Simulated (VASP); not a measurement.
# RbCl (Fm-3m) in VASP: further runs

Runs on RbCl. Level: PBE. Tasks: single point.

All numbers are computed with VASP 6.6.1; they aren't measurements. Logs are shortened: lines on timing, memory, paths and dates and some standing lists are left out, and cuts for length are marked.

**1. The cell of the first run**

Symmetry: Fm-3m, No. 225, cubic system. The conventional cell has a = 6.629 Å, b = 6.629 Å, c = 6.629 Å, α = 90.00°, β = 90.00°, γ = 90.00°. Rb (site symmetry m-3m) has 6 Cl at 3.31 Å within 4.4 Å. Within 4.4 Å of Cl (site symmetry m-3m) lie 6 Rb at 3.31 Å.

**2. Single point, PBE (volume changed by -3%)**

INCAR reads:

```
PREC = Accurate
ENCUT = 500
EDIFF = 1E-6
ISMEAR = 0
SIGMA = 0.01
LREAL = F
LASPH = T
NELM = 120
ALGO = Normal
ISIF = 2
LWAVE = F
LCHARG = F
GGA = PE
NBANDS = 15
GGA_COMPAT = F
```

KPOINTS reads:

```
regular mesh
0
Gamma
  6 6 6
```

POSCAR reads:

```
RbCl
1.0
    0.0000000000      3.3143132317      3.3143132317
    3.3143132317      0.0000000000      3.3143132317
    3.3143132317      3.3143132317      0.0000000000
Rb Cl
1 1
Direct
    0.0000000000      0.0000000000      0.0000000000
    0.5000000000      0.5000000000      0.5000000000
```

Potentials or basis: VASP PAW PBE potentials, release 64 (Rb_sv, Cl).

Launch:

```sh
$ cat potpaw_PBE.64/Rb_sv/POTCAR potpaw_PBE.64/Cl/POTCAR > POTCAR
$ mpirun -np 1 vasp_std > vasp.out
```

OUTCAR:

```text
PREC = Accurate
   ENCUT = 500
   EDIFF = 1E-6
   ISMEAR = 0
   LREAL = F
   LASPH = T
   NELM = 120
   ISIF = 2
   GGA = PE

 ion  position               nearest neighbor table
   1  0.000  0.000  0.000-   2 3.31   2 3.31   2 3.31   2 3.31   2 3.31   2 3.31
   2  0.500  0.500  0.500-   1 3.31   1 3.31   1 3.31   1 3.31   1 3.31   1 3.31

  LATTYP: Found a face centered cubic cell.
 ALAT       =     6.6286264634

  Lattice vectors:

 A1 = (   0.0000000000,   3.3143132317,   3.3143132317)
 A2 = (   3.3143132317,   0.0000000000,   3.3143132317)
 A3 = (   3.3143132317,   3.3143132317,   0.0000000000)

Analysis of symmetry for initial positions (statically):
=====================================================================
 Subroutine PRICEL returns:
 Original cell was already a primitive cell.

 Routine SETGRP: Setting up the symmetry group for a
 face centered cubic supercell.

 Subroutine GETGRP returns: Found 48 space group operations
 (whereof 48 operations were pure point group operations)
 out of a pool of 48 trial point group operations.

The static configuration has the point symmetry O_h .

Analysis of symmetry for dynamics (positions and initial velocities):
=====================================================================
 Subroutine PRICEL returns:
 Original cell was already a primitive cell.

 Routine SETGRP: Setting up the symmetry group for a
 face centered cubic supercell.

 Subroutine GETGRP returns: Found 48 space group operations
 (whereof 48 operations were pure point group operations)
 out of a pool of 48 trial point group operations.

The dynamic configuration has the point symmetry O_h .

 Subroutine INISYM returns: Found 48 space group operations
 (whereof 48 operations are pure point group operations),
 and found     1 'primitive' translations

----------------------------------------------------------------------------------------

                                     Primitive cell

  volume of cell :      72.8133

  direct lattice vectors                    reciprocal lattice vectors
     0.000000000  3.314313232  3.314313232    -0.150860816  0.150860816  0.150860816
     3.314313232  0.000000000  3.314313232     0.150860816 -0.150860816  0.150860816
     3.314313232  3.314313232  0.000000000     0.150860816  0.150860816 -0.150860816

  length of vectors
     4.687146722  4.687146722  4.687146722     0.261298599  0.261298599  0.261298599

  position of ions in fractional coordinates (direct lattice)
     0.000000000  0.000000000  0.000000000
     0.500000000  0.500000000  0.500000000

[... 78 lines left out ...]
   NELECT =      16.0000    total number of electrons
   NUPDOWN=      -1.0000    fix difference up-down
   EMIN   =  10.00;   EMAX   =-10.00  energy-range for DOS
   EFERMI =   0.00;   METHOD = LEGACY
   ISMEAR =     0;   SIGMA  =   0.01  broadening in eV -4-tet -1-fermi 0-gaus
   EFERMI_NEDOS =   21; number of points for ismear=-14 and -15
   IALGO  =     38    algorithm
   IMIX   =      4    mixing-type and parameters
     AMIX     =   0.40;   BMIX     =  1.00
     AMIX_MAG =   1.60;   BMIX_MAG =  1.00
  volume/ion in A,a.u.               =      36.41       245.68
  Fermi-wavevector in a.u.,A,eV,Ry     =   0.987896  1.866853 13.278453  0.975939
  Thomas-Fermi vector in A             =   2.119383
   LORBIT       =      0    0 simple, 1 ext, 2 COOP (PROOUT), +10 PAW based schemes
   GGA     = PE    functional components
   LHFCALC =     F    Hartree Fock is set to
   AEXX    =    0.0000 exact exchange contribution
   IVDW    =     0    specifies the selected vdW correction
   LEPSILON=     F    determine dielectric tensor
   LRPA    =     F    only Hartree local field effects (RPA)
 non-spin polarized calculation
 Gauss-broadening in eV      SIGMA  =   0.01
  energy-cutoff  :      500.00
  volume of cell :       72.81
 maximum number of plane-waves:      1873
 NGX is ok and might be reduce to    36
   NGX = 17   NGY = 17   NGZ = 17

 number of electron      16.0000002 magnetization

 Free energy of the ion-electron system (eV)
  ---------------------------------------------------
  ext. energy  EPLUGINS =         0.00000000
  ---------------------------------------------------
  free energy    TOTEN  =        -6.67195214 eV

  energy without entropy =       -6.67195214  energy(sigma->0) =       -6.67195214

 E-fermi :  -1.8946     XC(G=0):  -7.2657

 val. band max:       -1.9571055621   @ k =   0.0000   0.0000   0.0000
 cond. band min:       2.9724159534   @ k =   0.0000   0.0000   0.0000
 fundamental gap:      4.9295215156
 Fermi energy:        -1.8945543150

 k-point     1 :       0.0000    0.0000    0.0000
  band No.  band energies     occupation
      1     -25.9312      2.00000
      2     -13.9363      2.00000
      3      -9.9801      2.00000
      4      -9.9801      2.00000
      5      -9.9801      2.00000
      6      -1.9571      2.00000
      7      -1.9571      2.00000
      8      -1.9571      2.00000
      9       2.9724      0.00000
     10       6.0215      0.00000
     11       6.0215      0.00000
     12       6.0215      0.00000
     13       6.9911      0.00000
     14       6.9911      0.00000
[... 257 lines left out ...]
      2     -13.9127      2.00000
      3     -10.1811      2.00000
      4     -10.1092      2.00000
      5      -9.9964      2.00000
      6      -2.3021      2.00000
      7      -2.2432      2.00000
      8      -2.1359      2.00000
      9       4.9415      0.00000
     10       6.5394      0.00000
     11       6.7458      0.00000
     12       7.7924      0.00000
     13       8.8111      0.00000
     14       9.6959      0.00000
     15      10.1807      0.00000

------------------------ aborting loop because EDIFF is reached ----------------------------------------

  FORCE on cell =-STRESS in cart. coord.  units (eV):
  Direction    XX          YY          ZZ          XY          YZ          ZX
  --------------------------------------------------------------------------------------
  -------------------------------------------------------------------------------------
  Total        0.2180872      0.2180872      0.2180872      0.0000000     -0.0000000      0.0000000
  in kB        4.7987723      4.7987723      4.7987723      0.0000000     -0.0000000      0.0000000
  external PRESSURE =       4.7987723 kB  Pullay stress =       0.0000000 kB

 VOLUME and BASIS-vectors are now :
 -----------------------------------------------------------------------------
  energy-cutoff  :      500.00
  volume of cell :       72.81
      direct lattice vectors                 reciprocal lattice vectors
     0.000000000  3.314313232  3.314313232    -0.150860816  0.150860816  0.150860816
     3.314313232  0.000000000  3.314313232     0.150860816 -0.150860816  0.150860816
     3.314313232  3.314313232  0.000000000     0.150860816  0.150860816 -0.150860816

 POSITION                                       TOTAL-FORCE (eV/Angst)
 -----------------------------------------------------------------------------------
      0.00000      0.00000      0.00000         0.000000     -0.000000     -0.000000
      3.31431      3.31431      3.31431        -0.000000      0.000000      0.000000
 -----------------------------------------------------------------------------------
    total drift:                                0.000000      0.000000      0.000000

  FREE ENERGIE OF THE ION-ELECTRON SYSTEM (eV)
  ---------------------------------------------------
  free  energy   TOTEN  =        -6.6719521407 eV

  energy  without entropy=       -6.6719521407  energy(sigma->0) =       -6.67195214
```

Wall time 23 s (1 thread of AMD EPYC 7R43 (Zen 3), shared host); peak memory 0.16 GiB.

Results:

| Property | Result |
| --- | --- |
| Free energy | -6.6720 eV |
| Pressure | 0.5 GPa |
| Band gap on the k mesh | 4.93 eV, direct |

Levels at points of the mesh, in eV from the valence-band top:
```tsv
k point	band 5	band 6	band 7	band 8	band 9	band 10	band 11	band 12
(0.00, 0.00, 0.00)	-8.02	0.00	0.00	0.00	4.93	7.98	7.98	7.98
(0.50, 0.00, 0.00)	-8.00	-0.83	-0.32	-0.32	7.68	7.89	10.07	10.07
(0.50, 0.50, 0.00)	-8.12	-0.32	-0.10	-0.10	6.22	7.97	9.59	10.02
```

Caveat: the cell differs from its parent crystal (volume changed by -3%).

**3. Single point, PBE**

This run uses another cell than the first one, of 37.53 Å³/atom, 1.031 times its volume.

INCAR reads:

```
PREC     = Accurate       # precision mode
ENCUT    = 500            # plane-wave cutoff, eV
EDIFF    = 1E-6           # SCF threshold, eV
ISMEAR   = 0              # smearing method
SIGMA    = 0.01           # smearing width, eV
LREAL    = False          # projectors in reciprocal space
LASPH    = True           # aspherical terms in the spheres
NELM     = 120            # most SCF steps
ALGO     = Normal         # electronic algorithm
ISIF     = 2              # what is computed and relaxed
LWAVE    = False          # write WAVECAR
LCHARG   = True           # write CHGCAR
GGA      = PE             # functional
LELF     = True           # ELF
LVHAR    = True         
NBANDS   = 15             # bands
GGA_COMPAT= False
```

KPOINTS reads:

```
Automatic mesh
0
Gamma
  6 6 6
```

POSCAR reads:

```
RbCl
1.0
    0.0000000000      3.3481350904      3.3481350904
    3.3481350904      0.0000000000      3.3481350904
    3.3481350904      3.3481350904      0.0000000000
Rb Cl
1 1
Direct
    0.0000000000      0.0000000000      0.0000000000
    0.5000000000      0.5000000000      0.5000000000
```

Potentials or basis: VASP PAW PBE potentials, release 64 (Rb_sv, Cl).

Launch:

```sh
$ cat potpaw_PBE.64/Rb_sv/POTCAR potpaw_PBE.64/Cl/POTCAR > POTCAR
$ mpirun -np 1 vasp_std > vasp.out
```

OUTCAR:

```text
PREC = Accurate
   ENCUT = 500
   EDIFF = 1E-6
   ISMEAR = 0
   LREAL = False
   LASPH = True
   NELM = 120
   ISIF = 2
   GGA = PE

 ion  position               nearest neighbor table
   1  0.000  0.000  0.000-   2 3.35   2 3.35   2 3.35   2 3.35   2 3.35   2 3.35
   2  0.500  0.500  0.500-   1 3.35   1 3.35   1 3.35   1 3.35   1 3.35   1 3.35

  LATTYP: Found a face centered cubic cell.
 ALAT       =     6.6962701808

  Lattice vectors:

 A1 = (   0.0000000000,   3.3481350904,   3.3481350904)
 A2 = (   3.3481350904,   0.0000000000,   3.3481350904)
 A3 = (   3.3481350904,   3.3481350904,   0.0000000000)

Analysis of symmetry for initial positions (statically):
=====================================================================
 Subroutine PRICEL returns:
 Original cell was already a primitive cell.

 Routine SETGRP: Setting up the symmetry group for a
 face centered cubic supercell.

 Subroutine GETGRP returns: Found 48 space group operations
 (whereof 48 operations were pure point group operations)
 out of a pool of 48 trial point group operations.

The static configuration has the point symmetry O_h .

Analysis of symmetry for dynamics (positions and initial velocities):
[... 167 lines left out ...]
      8      -2.0644      2.00000
      9       2.7712      0.00000
     10       5.8896      0.00000
     11       5.8896      0.00000
     12       5.8896      0.00000
     13       6.8400      0.00000
     14       6.8400      0.00000
[... 257 lines left out ...]
      2     -13.9944      2.00000
      3     -10.3412      2.00000
      4     -10.2774      2.00000
      5     -10.1784      2.00000
      6      -2.3899      2.00000
      7      -2.3499      2.00000
      8      -2.2427      2.00000
      9       4.8201      0.00000
     10       6.3396      0.00000
     11       6.4884      0.00000
     12       7.5440      0.00000
     13       8.5857      0.00000
     14       9.4428      0.00000
     15       9.8860      0.00000

------------------------ aborting loop because EDIFF is reached ----------------------------------------

  FORCE on cell =-STRESS in cart. coord.  units (eV):
  Direction    XX          YY          ZZ          XY          YZ          ZX
  --------------------------------------------------------------------------------------
  -------------------------------------------------------------------------------------
  Total        0.0033291      0.0033291      0.0033291      0.0000000      0.0000000      0.0000000
  in kB        0.0710550      0.0710550      0.0710550      0.0000000      0.0000000      0.0000000
  external PRESSURE =       0.0710550 kB  Pullay stress =       0.0000000 kB

 VOLUME and BASIS-vectors are now :
 -----------------------------------------------------------------------------
  energy-cutoff  :      500.00
  volume of cell :       75.07
      direct lattice vectors                 reciprocal lattice vectors
     0.000000000  3.348135090  3.348135090    -0.149336866  0.149336866  0.149336866
     3.348135090  0.000000000  3.348135090     0.149336866 -0.149336866  0.149336866
     3.348135090  3.348135090  0.000000000     0.149336866  0.149336866 -0.149336866

 POSITION                                       TOTAL-FORCE (eV/Angst)
 -----------------------------------------------------------------------------------
      0.00000      0.00000      0.00000         0.000000      0.000000     -0.000000
      3.34814      3.34814      3.34814        -0.000000     -0.000000      0.000000
 -----------------------------------------------------------------------------------
    total drift:                                0.000000      0.000000      0.000000

  FREE ENERGIE OF THE ION-ELECTRON SYSTEM (eV)
  ---------------------------------------------------
  free  energy   TOTEN  =        -6.6758321984 eV

  energy  without entropy=       -6.6758321984  energy(sigma->0) =       -6.67583220
```

OSZICAR:

```text
N       E                     dE             d eps       ncg     rms          rms(c)
DAV:   1     0.828788121381E+02    0.82879E+02   -0.66595E+03   480   0.897E+02
DAV:   2    -0.156571578567E+01   -0.84445E+02   -0.78375E+02   751   0.167E+02
DAV:   3    -0.693684061997E+01   -0.53711E+01   -0.53378E+01   614   0.437E+01
DAV:   4    -0.705527574620E+01   -0.11844E+00   -0.11841E+00   724   0.653E+00
DAV:   5    -0.705597892595E+01   -0.70318E-03   -0.70317E-03   635   0.506E-01    0.298E+00
DAV:   6    -0.668410681383E+01    0.37187E+00   -0.51574E-01   592   0.343E+00    0.226E+00
DAV:   7    -0.665952081481E+01    0.24586E-01   -0.12282E-01   648   0.181E+00    0.138E+00
DAV:   8    -0.667398688672E+01   -0.14466E-01   -0.18189E-02   594   0.823E-01    0.184E-01
DAV:   9    -0.667517707655E+01   -0.11902E-02   -0.16743E-03   620   0.215E-01    0.104E-01
DAV:  10    -0.667580850245E+01   -0.63143E-03   -0.54655E-04   508   0.148E-01    0.162E-02
DAV:  11    -0.667582593080E+01   -0.17428E-04   -0.29720E-05   627   0.347E-02    0.133E-02
DAV:  12    -0.667583225482E+01   -0.63240E-05   -0.15179E-05   515   0.219E-02    0.466E-03
DAV:  13    -0.667583219843E+01    0.56395E-07   -0.25951E-07   541   0.351E-03
   1 F= -.66758322E+01 E0= -.66758322E+01  d E =-.142979E-36
```

stdout:

```text
POSCAR found type information on POSCAR RbCl
 POSCAR found :  2 types and       2 ions
 scaLAPACK will be used
 LDA part: xc-table for (Slater+PW92), standard interpolation
 POSCAR, INCAR and KPOINTS ok, starting setup
 FFT: planning ... GRIDC
 FFT: planning ... GRID_SOFT
 FFT: planning ... GRID
 WAVECAR not read
 entering main loop
```

It took 27 s on 1 thread of AMD EPYC 7R43 (Zen 3), shared host; peak memory 0.17 GiB.

Results:

```
Free energy            : -6.6758 eV
Pressure               : 0.0 GPa
Band gap on the k mesh : 4.84 eV, direct
```

**4. Single point, PBE (volume changed by +3%)**

INCAR reads:

```
ALGO     = Normal         # electronic algorithm
EDIFF    = 1E-6           # SCF threshold, eV
ENCUT    = 500            # plane-wave cutoff, eV
GGA      = PE             # functional
GGA_COMPAT= False        
ISIF     = 2              # what is computed and relaxed
ISMEAR   = 0              # smearing method
LASPH    = True           # aspherical terms in the spheres
LCHARG   = False          # write CHGCAR
LREAL    = False          # projectors in reciprocal space
LWAVE    = False          # write WAVECAR
NBANDS   = 15             # bands
NELM     = 120            # most SCF steps
PREC     = Accurate       # precision mode
SIGMA    = 0.01           # smearing width, eV
```

KPOINTS reads:

```
k-points
0
Gamma
  6 6 6
```

POSCAR reads:

```
RbCl
1.0
    0.0000000000      3.3812870988      3.3812870988
    3.3812870988      0.0000000000      3.3812870988
    3.3812870988      3.3812870988      0.0000000000
Rb Cl
1 1
Direct
    0.0000000000      0.0000000000      0.0000000000
    0.5000000000      0.5000000000      0.5000000000
```

Launch:

```sh
$ cat potpaw_PBE.64/Rb_sv/POTCAR potpaw_PBE.64/Cl/POTCAR > POTCAR
$ mpirun -np 1 vasp_std > vasp.out
```

It took 26 s on 1 thread of AMD EPYC 7R43 (Zen 3), shared host; peak memory 0.17 GiB.

The run converged. Its results:

```yaml
Free_energy: -6.6736 eV
Pressure: -0.4 GPa
Band_gap_on_the_k_mesh: 4.75 eV, direct
```

Levels at points of the mesh, in eV from the valence-band top:
```tsv
k point	band 4	band 5	band 6	band 7	band 8	band 9	band 10	band 11	band 12	band 13
(0.00, 0.00, 0.00)	-8.17	-8.17	0.00	0.00	0.00	4.75	7.93	7.93	7.93	8.86
(0.50, 0.00, 0.00)	-8.18	-8.16	-0.75	-0.27	-0.27	7.47	7.67	9.85	9.85	11.06
(0.50, 0.50, 0.00)	-8.25	-8.25	-0.32	-0.11	-0.11	6.25	7.70	9.26	9.88	10.02
```

Caveat: the cell differs from its parent crystal (volume changed by +3%).

(Continued in part 2 of 2.)
